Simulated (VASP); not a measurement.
BN, 2 atoms in the cell. Symmetry: Imm2, No. 44, orthorhombic system. The conventional cell has a = 2.538 Å, b = 2.590 Å, c = 3.626 Å, α = 90.00°, β = 90.00°, γ = 90.00°. Within 2.1 Å of B (site symmetry mm2) lie 4 N at 1.56 to 1.58 Å. Within 2.1 Å of N (site symmetry mm2) lie 4 B at 1.56 to 1.58 Å.  This cell differs from its parent crystal: strain -0.0200 x Voigt [0, 0, 0, 0, 1, 0].

| Property | Result |
| --- | --- |
| Program | VASP 6.6.1 |
| Task | single point |
| Functional | PBE |
| Potentials or basis | VASP PAW PBE potentials, release 64 (B, N) |
| Cutoff | 520 eV |
| k mesh | 12 × 12 × 12 |
| Occupations | gaussian, width 0.05 eV |
| Spin | no spin polarisation |
| Dipole correction | no |
| Further INCAR settings | ALGO = Normal; EDIFF = 1e-06; NBANDS = 11 |

Potentials or basis: VASP PAW PBE potentials, release 64 (B, N).

The run is started by

```bash
$ cat potpaw_PBE.64/B/POTCAR potpaw_PBE.64/N/POTCAR > POTCAR
$ mpirun -np 1 vasp_std > vasp.out
```

Hardware: 1 thread of Intel Xeon 6975P-C, on a shared host.

Q: How long does it take, and how much memory?

A: Run time: 14 s on 1 thread of Intel Xeon 6975P-C, with other jobs on the host, peak memory 0.15 GiB. Counts: scf iterations 12, k points 280.
